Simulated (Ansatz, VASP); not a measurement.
One calculation of CaS, two programs

```
Ca S
1.0
     0.02843    2.84300    2.84300
     2.84300    0.02843    2.84300
     2.87143    2.87143    0.00000
Ca S
1 1
Cartesian
  0.0000 0.0000 0.0000
  2.8714 2.8714 2.8430
```

Change from the starting cell: xy shear strain of +2 %, PAW files.

Alike in both runs: task electric field gradients; functional PBE; k mesh 7 × 7 × 7; occupations fermi-dirac, width 0.01 eV; no spin polarisation.

```csv
,VASP,Ansatz
version,VASP 6.6.1,Ansatz 0.2.0
potentials or method,"VASP PAW PBE potentials, release 64 (Ca_sv, S)","PAW with Ansatz's default frozen-core files, scalar-relativistic"
plane-wave cutoff (eV),400,420
valence electrons in the cell,16,16
```

Ansatz gave:

```
gap on the k mesh at the Fermi level (eV)                     : 2.36
pressure (GPa)                                                : 0.8
traceless stress, the component that is largest in VASP (GPa) : -0.68
size of Vzz on the site where it differs most (V/Å²)          : 2.8
```

Task: Which values does VASP return?

Result: gap on the k mesh at the Fermi level (eV): 2.36; pressure (GPa): 1.0; traceless stress, the component that is largest in VASP (GPa): -0.67; size of Vzz on the site where it differs most (V/Å²): 2.7.

The functional is the same, so the differences come from potentials, cutoffs and numerics.
